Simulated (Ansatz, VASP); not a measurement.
# BN in VASP and in Ansatz

INCAR

```
SYSTEM = BN
PREC     = Accurate       ! precision mode
ENCUT    = 520            ! plane-wave cutoff, eV
EDIFF    = 1E-7           ! SCF threshold, eV
ISMEAR   = 0              ! smearing method
SIGMA    = 0.05           ! smearing width, eV
LREAL    = .False.        ! projectors in reciprocal space
LASPH    = .True.         ! aspherical terms in the spheres
NELM     = 100            ! most SCF steps
ALGO     = Normal         ! electronic algorithm
ISIF     = 2              ! what is computed and relaxed
LWAVE    = .False.        ! write WAVECAR
LCHARG   = .True.         ! write CHGCAR
LELF     = .True.         ! ELF
LVHAR    = .True.       
NBANDS   = 16             ! bands
```

File KPOINTS:

```
Automatic mesh
0
Gamma
  12 12 6
  0 0 0
```

The input POSCAR:

```
BN
1.0
    2.6560971858      0.0000000000      0.0000000000
   -1.3280485929      2.3002476378      0.0000000000
    0.0000000000      0.0000000000      3.8887066000
B N
2 2
Direct
    0.6666666667      0.3333333333      0.9997240000
    0.3333333333      0.6666666667      0.4997240000
    0.6666666667      0.3333333333      0.6252760000
    0.3333333333      0.6666666667      0.1252760000
```

Input for Ansatz:

```yaml
crystal:
  lattice:
    - [2.6560971858, 0.0, 0.0]
    - [-1.3280485929, 2.3002476378, 0.0]
    - [0.0, 0.0, 3.8887066]
  atoms:
    - { symbol: B, position: [0.6666666667, 0.3333333333, 0.999724] }
    - { symbol: B, position: [0.3333333333, 0.6666666667, 0.499724] }
    - { symbol: "N", position: [0.6666666667, 0.3333333333, 0.625276] }
    - { symbol: "N", position: [0.3333333333, 0.6666666667, 0.125276] }
basis:
  ecutwfc: 420
kpoints:
  mp_grid: { grid: [12, 12, 6] }
hamiltonian:
  xc: lda
scf:
  occupations: { method: gaussian, width: 0.05 }
output:
  forces: true
  stress: true
  eigenvalues: true
```

Change from the starting cell: strain +0.040 along x and y, -0.080 along z, atoms carried along.

Alike in both runs: task single point; functional LDA; k mesh 12 × 12 × 6; occupations gaussian, width 0.05 eV; no spin polarisation.

```csv
,VASP,Ansatz
version,VASP 6.6.1,Ansatz 0.2.0
potentials or method,"VASP PAW LDA potentials, release 64 (B, N), cutoff 520 eV","scalar-relativistic, plane waves, PAW"
valence electrons in the cell,16,16
```

|  | VASP | Ansatz | Ansatz less VASP |
| --- | --- | --- | --- |
| gap on the k mesh at the Fermi level (eV) | 5.28 | 5.30 | +0.019 |
| least direct gap on the mesh (eV) | 6.85 | 6.87 | +0.019 |
| pressure (GPa) | -2.7 | -3.5 | -0.89 |
| traceless stress, the component that is largest in VASP (GPa) | 83.19 | 82.73 | -0.460 |
| rms of the force components (eV/Å) | 0.517 | 0.505 | -0.0125 |

LDA's correlation is that of Perdew and Zunger in VASP and of Perdew and Wang (1992) in Ansatz. Atom by atom the forces differ by 0.013 eV/Å (rms over components).
